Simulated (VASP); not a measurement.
# Pt (I4/mmm) in VASP: further runs

Pt is run at these levels: PBEsol; tasks: single point.

Program: VASP 6.6.1. These are calculated values, not measurements. Logs are shortened: lines on timing, memory, paths and dates and some standing lists are left out, and cuts for length are marked.

## Step 1: The cell of the first run

Symmetry: I4/mmm, No. 139, tetragonal system. Conventional cell: a = 3.121 Å, b = 3.121 Å, c = 3.168 Å, α = 90.00°, β = 90.00°, γ = 90.00°. Within 3.6 Å of Pt (site symmetry 4/mmm) lie 14 Pt at 2.72 to 3.17 Å.

## Step 2: Single point, PBEsol (strain +0.000 along x and y, +0.015 along z)

Input file INCAR:

```
SYSTEM = Pt
PREC = Accurate ; ENCUT = 520
EDIFF = 1E-7 ; ISMEAR = 0
SIGMA = 0.15 ; LREAL = .False.
LASPH = .True. ; NELM = 80
ALGO = Fast ; ISIF = 2
LWAVE = .False. ; LCHARG = .True.
GGA = PS ; LELF = .True.
LVHAR = .True. ; NBANDS = 11
```

Input file KPOINTS:

```
Automatic mesh
0
Gamma
  26 26 26
  0 0 0
```

Input file POSCAR:

```
Pt
1.0
   -1.5604706012      1.5604706012      1.5838776602
    1.5604706012     -1.5604706012      1.5838776602
    1.5604706012      1.5604706012     -1.5838776602
Pt
1
Direct
    0.0000000000      0.0000000000      0.0000000000
```

Potentials or basis: VASP PAW PBE potentials, release 64 (Pt).

Started as:

```sh
$ cat potpaw_PBE.64/Pt/POTCAR > POTCAR
$ mpirun -np 1 vasp_std > vasp.out
```

OUTCAR:

```text
SYSTEM = Pt
   PREC = Accurate
   ENCUT = 520
   EDIFF = 1E-7
   ISMEAR = 0
   LREAL = .False.
   LASPH = .True.
   NELM = 80
   ISIF = 2
   GGA = PS

 ion  position               nearest neighbor table
   1  0.000  0.000  0.000-

  LATTYP: Found a body centered tetragonal cell.
 ALAT       =     3.1209412024
 C/A-ratio  =     1.0150000000

  Lattice vectors:

 A1 = (  -1.5604706012,   1.5604706012,   1.5838776602)
 A2 = (   1.5604706012,  -1.5604706012,   1.5838776602)
 A3 = (   1.5604706012,   1.5604706012,  -1.5838776602)

Analysis of symmetry for initial positions (statically):
=====================================================================
 Subroutine PRICEL returns:
 Original cell was already a primitive cell.

 Routine SETGRP: Setting up the symmetry group for a
 body centered tetragonal supercell.

 Subroutine GETGRP returns: Found 16 space group operations
 (whereof 16 operations were pure point group operations)
 out of a pool of 16 trial point group operations.

The static configuration has the point symmetry D_4h.

Analysis of symmetry for dynamics (positions and initial velocities):
=====================================================================
 Subroutine PRICEL returns:
 Original cell was already a primitive cell.

 Routine SETGRP: Setting up the symmetry group for a
 body centered tetragonal supercell.

 Subroutine GETGRP returns: Found 16 space group operations
 (whereof 16 operations were pure point group operations)
 out of a pool of 16 trial point group operations.

The dynamic configuration has the point symmetry D_4h.

 Subroutine INISYM returns: Found 16 space group operations
 (whereof 16 operations are pure point group operations),
 and found     1 'primitive' translations

----------------------------------------------------------------------------------------

                                     Primitive cell

  volume of cell :      15.4274

  direct lattice vectors                    reciprocal lattice vectors
    -1.560470601  1.560470601  1.583877660     0.000000000  0.320416161  0.315680947
     1.560470601 -1.560470601  1.583877660     0.320416161  0.000000000  0.315680947
     1.560470601  1.560470601 -1.583877660     0.320416161  0.320416161  0.000000000

  length of vectors
     2.716395670  2.716395670  2.716395670     0.449801041  0.449801041  0.453136881

  position of ions in fractional coordinates (direct lattice)
     0.000000000  0.000000000  0.000000000

  ion indices of the primitive-cell ions
   primitive index   ion index
                 1           1

----------------------------------------------------------------------------------------

 KPOINTS: Automatic mesh

Automatic generation of k-mesh.
 Grid dimensions read from file:
 generate k-points for:   26   26   26

 Generating k-lattice:

  Cartesian coordinates                     Fractional coordinates (reciprocal lattice)
     0.000000000  0.012323699  0.012141575     0.038461538 -0.000000000  0.000000000
     0.012323699  0.000000000  0.012141575    -0.000000000  0.038461538  0.000000000
     0.012323699  0.012323699  0.000000000     0.000000000  0.000000000  0.038461538

  Length of vectors
     0.017300040  0.017300040  0.017428342

  Shift w.r.t. Gamma in fractional coordinates (k-lattice)
     0.000000000  0.000000000  0.000000000

 Subroutine IBZKPT returns following result:
 ===========================================

 Found   1330 irreducible k-points:

 Following reciprocal coordinates:
            Coordinates               Weight
  0.000000  0.000000  0.000000      1.000000
  0.038462  0.000000 -0.000000      8.000000
  0.076923  0.000000 -0.000000      8.000000
  0.115385 -0.000000  0.000000      8.000000
  0.153846  0.000000 -0.000000      8.000000
  0.192308  0.000000 -0.000000      8.000000
[... 16 lines left out ...]
  0.346154  0.038462 -0.000000     16.000000
  0.384615  0.038462 -0.000000     16.000000
 [... further k-points ...]
   k-points           NKPTS =   1330   k-points in BZ     NKDIM =   1330   number of bands    NBANDS=     11
   number of dos      NEDOS =    301   number of ions     NIONS =      1
   total plane-waves  NPLWV =   8000
   dimension x,y,z NGX =    20 NGY =   20 NGZ =   20
   dimension x,y,z NGXF=    40 NGYF=   40 NGZF=   40
   ions per type =               1
   NGX,Y,Z   is equivalent  to a cutoff of  12.24, 12.24, 12.24 a.u.
   NGXF,Y,Z  is equivalent  to a cutoff of  24.48, 24.48, 24.48 a.u.
 SYSTEM =  Pt
   PREC   = accura    normal or accurate (medium, high low for compatibility)
   ISTART =      0    job   : 0-new  1-cont  2-samecut
   ICHARG =      2    charge: 1-file 2-atom 10-const
   ISPIN  =      1    spin polarized calculation?
   LNONCOLLINEAR =      F non collinear calculations
   LSORBIT =      F    spin-orbit coupling
   LASPH  =      T    aspherical Exc in radial PAW
   ENCUT  =  520.0 eV  38.22 Ry    6.18 a.u.   5.05  5.05  5.05*2*pi/ulx,y,z
   NELM   =     80;   NELMIN=  2; NELMDL= -5     # of ELM steps
   EDIFF  = 0.1E-06   stopping-criterion for ELM
   LREAL  =      F    real-space projection
   EDIFFG = 0.1E-05   stopping-criterion for IOM
   NSW    =      0    number of steps for IOM
   IBRION =     -1    ionic relax: 0-MD 1-quasi-New 2-CG
   NFREE  =      0    steps in history (QN), initial steepest desc. (CG)
   ISIF   =      2    stress and relaxation
   ISYM   =      2    0-nonsym 1-usesym 2-fastsym
   POTIM  = 0.5000    time-step for ionic-motion
   TEBEG  =    0.0;   TEEND  =   0.0 temperature during run
   PSTRESS=    0.0 pullay stress
   NELECT =      10.0000    total number of electrons
   NUPDOWN=      -1.0000    fix difference up-down
   EMIN   =  10.00;   EMAX   =-10.00  energy-range for DOS
   EFERMI =   0.00;   METHOD = LEGACY
   ISMEAR =     0;   SIGMA  =   0.15  broadening in eV -4-tet -1-fermi 0-gaus
   EFERMI_NEDOS =   21; number of points for ismear=-14 and -15
   IALGO  =     68    algorithm
   IMIX   =      4    mixing-type and parameters
     AMIX     =   0.40;   BMIX     =  1.00
     AMIX_MAG =   1.60;   BMIX_MAG =  1.00
  volume/ion in A,a.u.               =      15.43       104.11
  Fermi-wavevector in a.u.,A,eV,Ry     =   1.416807  2.677376 27.311530  2.007341
  Thomas-Fermi vector in A             =   2.538103
   LORBIT       =      0    0 simple, 1 ext, 2 COOP (PROOUT), +10 PAW based schemes
   GGA     = PS    functional components
   LHFCALC =     F    Hartree Fock is set to
   AEXX    =    0.0000 exact exchange contribution
   IVDW    =     0    specifies the selected vdW correction
   LEPSILON=     F    determine dielectric tensor
   LRPA    =     F    only Hartree local field effects (RPA)
 non-spin polarized calculation
 RMM-DIIS sequential band-by-band and
 Gauss-broadening in eV      SIGMA  =   0.15
  energy-cutoff  :      520.00
  volume of cell :       15.43
 maximum number of plane-waves:       430
   NGX = 11   NGY = 11   NGZ = 11

 number of electron      10.0000000 magnetization

 number of electron       9.9999997 magnetization

 Free energy of the ion-electron system (eV)
  ---------------------------------------------------
  ext. energy  EPLUGINS =         0.00000000
  ---------------------------------------------------
  free energy    TOTEN  =        -6.85581788 eV

  energy without entropy =       -6.84613594  energy(sigma->0) =       -6.85097691

 E-fermi :  10.4620     XC(G=0): -13.4870

 val. band max:       10.4616773779   @ k =  -0.4231  -0.4615   0.3462
 cond. band min:      10.4626896608   @ k =  -0.2692  -0.4615   0.1154
 fundamental gap:      0.0010122829
 Fermi energy:        10.4620250938

 k-point     1 :       0.0000    0.0000    0.0000
  band No.  band energies     occupation
      1       0.6349      2.00000
      2       6.7888      2.00000
      3       6.7888      2.00000
      4       6.9178      2.00000
      5       9.3468      2.00000
      6       9.5142      2.00000
      7      27.3373      0.00000
      8      27.6247      0.00000
      9      27.6247      0.00000
     10      37.7366      0.00000
     11      37.9304      0.00000

 k-point     2 :       0.0385    0.0000   -0.0000
  band No.  band energies     occupation
      1       0.6966      2.00000
      2       6.7894      2.00000
      3       6.7923      2.00000
      4       6.9394      2.00000
      5       9.3216      2.00000
      6       9.5064      2.00000
      7      27.3885      0.00000
      8      27.6664      0.00000
      9      27.7160      0.00000
     10      36.4454      0.00000
     11      37.0915      0.00000

 k-point     3 :       0.0769    0.0000   -0.0000
  band No.  band energies     occupation
      1       0.8793      2.00000
      2       6.7453      2.00000
      3       6.7895      2.00000
      4       7.0634      2.00000
      5       9.2443      2.00000
      6       9.4951      2.00000
      7      27.5117      0.00000
      8      27.7684      0.00000
      9      27.9870      0.00000
     10      35.1488      0.00000
     11      35.8352      0.00000

 k-point     4 :       0.1154   -0.0000    0.0000
  band No.  band energies     occupation
      1       1.1754      2.00000
      2       6.6400      2.00000
      3       6.7842      2.00000
      4       7.3001      2.00000
      5       9.1314      2.00000
      6       9.4920      2.00000
      7      27.6225      0.00000
      8      27.8342      0.00000
      9      28.4285      0.00000
     10      34.0855      0.00000
     11      34.5624      0.00000
[... 239 lines left out ...]
 k-point    22 :       0.3077    0.0385   -0.0000
  band No.  band energies     occupation
      1       3.5022      2.00000
      2       5.7555      2.00000
      3       7.4159      2.00000
      4       9.0616      2.00000
      5       9.6378      2.00000
      6      10.0220      1.99997
      7      21.8847      0.00000
      8      25.2676      0.00000
      9      29.4173      0.00000
     10      32.8627      0.00000
     11      34.5417      0.00000

 k-point    23 :       0.3462    0.0385   -0.0000
  band No.  band energies     occupation
      1       3.6356      2.00000
      2       5.6237      2.00000
      3       8.0181      2.00000
      4       9.1803      2.00000
      5       9.7001      2.00000
      6      10.5919      0.22073
      7      20.3246      0.00000
      8      24.7070      0.00000
      9      28.3593      0.00000
     10      33.8090      0.00000
     11      34.7682      0.00000

 k-point    24 :       0.3846    0.0385   -0.0000
  band No.  band energies     occupation
      1       3.6738      2.00000
      2       5.5198      2.00000
      3       8.6549      2.00000
      4       9.3120      2.00000
      5       9.8228      2.00000
      6      11.1124      0.00000
      7      18.8859      0.00000
      8      24.2612      0.00000
      9      27.4640      0.00000
     10      34.6021      0.00000
     11      34.8605      0.00000

 [... further k-points ...]
[... 5 lines left out ...]
  --------------------------------------------------------------------------------------
  -------------------------------------------------------------------------------------
  Total       -0.4519874     -0.4519874     -0.3141692      0.0000000      0.0000000      0.0000000
  in kB      -46.9401081    -46.9401081    -32.6273154      0.0000000      0.0000000      0.0000000
  external PRESSURE =     -42.1691772 kB  Pullay stress =       0.0000000 kB

 VOLUME and BASIS-vectors are now :
 -----------------------------------------------------------------------------
  energy-cutoff  :      520.00
  volume of cell :       15.43
      direct lattice vectors                 reciprocal lattice vectors
    -1.560470601  1.560470601  1.583877660     0.000000000  0.320416161  0.315680947
     1.560470601 -1.560470601  1.583877660     0.320416161  0.000000000  0.315680947
     1.560470601  1.560470601 -1.583877660     0.320416161  0.320416161  0.000000000

 POSITION                                       TOTAL-FORCE (eV/Angst)
 -----------------------------------------------------------------------------------
      0.00000      0.00000      0.00000        -0.000000     -0.000000      0.000000
 -----------------------------------------------------------------------------------
    total drift:                                0.000000     -0.000000      0.000000

  FREE ENERGIE OF THE ION-ELECTRON SYSTEM (eV)
  ---------------------------------------------------
  free  energy   TOTEN  =        -6.8558178772 eV

  energy  without entropy=       -6.8461359403  energy(sigma->0) =       -6.85097691
```

Run time: 2.9 min. Hardware: 1 thread of Intel Xeon Platinum 8259CL at 2.50GHz (Skylake/Cascade Lake), shared host; peak memory 0.32 GiB.

What came out:

- Free energy: -6.8558 eV
- Pressure: -4.2 GPa
- Band gap on the k mesh: zero (band 5 reaches 11.54 eV, above the bottom of band 6 at 9.31 eV)

Caveat: the cell differs from its parent crystal (strain +0.000 along x and y, +0.015 along z); the PAW data sets were made with another functional, which shifts forces and pressure a little; spin-orbit coupling is left out, which moves the levels of the heavy elements.

## Step 3: Single point, PBEsol (strain +0.015 along x and y, -0.015 along z)

Input file INCAR:

```
SYSTEM = Pt
ALGO = Fast
EDIFF = 1E-7
ENCUT = 520
GGA = PS
ISIF = 2
ISMEAR = 0
LASPH = .TRUE.
LCHARG = .TRUE.
LELF = .TRUE.
LREAL = .FALSE.
LVHAR = .TRUE.
LWAVE = .FALSE.
NBANDS = 11
NELM = 100
PREC = Accurate
SIGMA = 0.15
```

Input file KPOINTS:

```
k-points
0
G
  26 26 26
  0 0 0
```

Input file POSCAR:

```
Pt
1.0
   -1.5838776602      1.5838776602      1.5370635422
    1.5838776602     -1.5838776602      1.5370635422
    1.5838776602      1.5838776602     -1.5370635422
Pt
1
Direct
    0.0000000000      0.0000000000      0.0000000000
```

Potentials or basis: VASP PAW PBE potentials, release 64 (Pt).

Started as:

```sh
$ cat potpaw_PBE.64/Pt/POTCAR > POTCAR
$ mpirun -np 1 vasp_std > vasp.out
```

Wall time 3 min (1 thread of Intel Xeon Platinum 8259CL at 2.50GHz (Skylake/Cascade Lake), shared host); peak memory 0.32 GiB.

Results (log left out):

* Free energy: -6.8582 eV
* Pressure: -4.2 GPa
* Band gap on the k mesh: zero (band 5 reaches 11.54 eV, above the bottom of band 6 at 9.32 eV)

Stress tensor (GPa, compression positive):
```
-3.17  0.00  0.00
 0.00 -3.17  0.00
 0.00  0.00 -6.24
```

Levels at points of the mesh, in eV from the Fermi level:
```tsv
k point	band 1	band 2	band 3	band 4	band 5	band 6	band 7	band 8	band 9	band 10
(0.00, 0.00, 0.00)	-9.83	-3.81	-3.54	-3.54	-1.22	-0.87	16.87	16.87	17.47	27.22
(0.50, 0.00, 0.00)	-6.83	-5.21	-1.16	-0.59	0.18	1.10	6.55	13.11	15.75	24.34
(0.50, 0.50, 0.00)	-6.87	-4.92	-1.46	-0.78	-0.02	1.05	6.28	13.45	16.49	23.61
(0.50, 0.50, 0.50)	-6.34	-6.33	0.51	0.51	0.60	7.34	7.34	8.26	13.02	18.99
```

Caveat: the cell differs from its parent crystal (strain +0.015 along x and y, -0.015 along z); the PAW data sets were made with another functional, which shifts forces and pressure a little; spin-orbit coupling is left out, which moves the levels of the heavy elements.

## Step 4: Single point, PBEsol (strain +0.000 along x and y, +0.030 along z)

Input file INCAR:

```
SYSTEM = Pt
PREC = Accurate ; ENCUT = 520
EDIFF = 1E-6 ; ISMEAR = 0
SIGMA = 0.15 ; LREAL = .FALSE.
LASPH = .TRUE. ; NELM = 100
ALGO = Fast ; ISIF = 2
LWAVE = .FALSE. ; LCHARG = .FALSE.
GGA = PS ; NBANDS = 11
```

Input file KPOINTS:

```
regular mesh
0
G
  26 26 26
  0 0 0
```

Input file POSCAR:

```
Pt
1.0
   -1.5604706012      1.5604706012      1.6072847192
    1.5604706012     -1.5604706012      1.6072847192
    1.5604706012      1.5604706012     -1.6072847192
Pt
1
Direct
    0.0000000000      0.0000000000      0.0000000000
```

Started as:

```sh
$ cat potpaw_PBE.64/Pt/POTCAR > POTCAR
$ mpirun -np 1 vasp_std > vasp.out
```

It took 2.6 min on 1 thread of Intel Xeon Platinum 8259CL at 2.50GHz (Skylake/Cascade Lake), shared host; peak memory 0.32 GiB.

It converged, with:

```
Free energy            : -6.8493 eV
Pressure               : -7.9 GPa
Band gap on the k mesh : zero (band 5 reaches 11.26 eV, above the bottom of band 6 at 9.06 eV)
```

Stress tensor (GPa, compression positive):
```
-8.74  0.00  0.00
 0.00 -8.74  0.00
 0.00  0.00 -6.15
```

Levels at points of the mesh, in eV from the Fermi level:
| k point | band 2 | band 3 | band 4 | band 5 | band 6 | band 7 | band 8 | band 9 |
| --- | --- | --- | --- | --- | --- | --- | --- | --- |
| (0.00, 0.00, 0.00) | -3.63 | -3.63 | -3.38 | -1.18 | -0.86 | 16.70 | 17.26 | 17.26 |
| (0.50, 0.00, 0.00) | -4.91 | -1.34 | -0.68 | 0.10 | 1.03 | 6.24 | 13.33 | 16.10 |
| (0.50, 0.50, 0.00) | -5.18 | -0.98 | -0.58 | 0.29 | 1.09 | 6.50 | 13.00 | 15.39 |
| (0.50, 0.50, 0.50) | -6.18 | 0.47 | 0.55 | 0.55 | 7.03 | 7.91 | 7.91 | 12.80 |

Caveat: the cell differs from its parent crystal (strain +0.000 along x and y, +0.030 along z); the PAW data sets were made with another functional, which shifts forces and pressure a little; spin-orbit coupling is left out, which moves the levels of the heavy elements.

## Step 5: Summary

```tsv
cell	further INCAR settings	gap on the mesh (eV)	pressure (GPa)
a = 2.716 Å, angles 109.9, 109.9, 108.7°, 1 atom	ALGO = Fast; EDIFF = 1e-07; NBANDS = 11	none	-4.2
a = 2.717 Å, angles 108.7, 108.7, 111.1°, 1 atom	ALGO = Fast; EDIFF = 1e-07; NBANDS = 11	none	-4.2
a = 2.730 Å, angles 110.3, 110.3, 107.9°, 1 atom	ALGO = Fast; EDIFF = 1e-06; NBANDS = 11	none	-7.9
```

Alike in all rows: task single point; level PBEsol; potentials or basis VASP PAW PBE potentials, release 64 (Pt); no spin polarisation; k mesh 26 × 26 × 26; cutoff (eV) 520; smearing gaussian 0.15 eV.

Caveats: the PAW data sets were made with another functional, which shifts forces and pressure a little; spin-orbit coupling is left out, which moves the levels of the heavy elements.

Total energies depend on the potentials used, so only differences within one code and one set of settings carry meaning.
